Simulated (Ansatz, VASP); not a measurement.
Two plane-wave programs on SrCl2

```
Sr Cl
1.0
     0.00000    3.41714    3.41714
     3.41714    0.00000    3.41714
     3.41714    3.41714    0.00000
Sr Cl
1 2
Direct
  0.00000 0.00000 0.00000
  0.75000 0.75000 0.75000
  0.25000 0.25000 0.25000
```

Alike in both runs: task single point; functional LDA; k mesh 6 × 6 × 6; occupations fermi-dirac, width 0.05 eV; no spin polarisation.

|  | VASP | Ansatz |
| --- | --- | --- |
| version | VASP 6.6.1 | Ansatz 0.2.0 |
| potentials or method | VASP PAW LDA potentials, release 64 (Sr_sv, Cl) | Ansatz PAW |
| plane-wave cutoff (eV) | 520 | 420 |
| valence electrons in the cell | 24 | 24 |

Ansatz gave:

* gap on the k mesh at the Fermi level (eV): 5.11
* least direct gap on the mesh (eV): 5.11
* pressure (GPa): -0.6

**Question.** Estimate VASP's values.

**Answer.** gap on the k mesh at the Fermi level (eV): 5.11; least direct gap on the mesh (eV): 5.11; pressure (GPa): -0.5.

LDA's correlation is that of Perdew and Zunger in VASP and of Perdew and Wang (1992) in Ansatz.
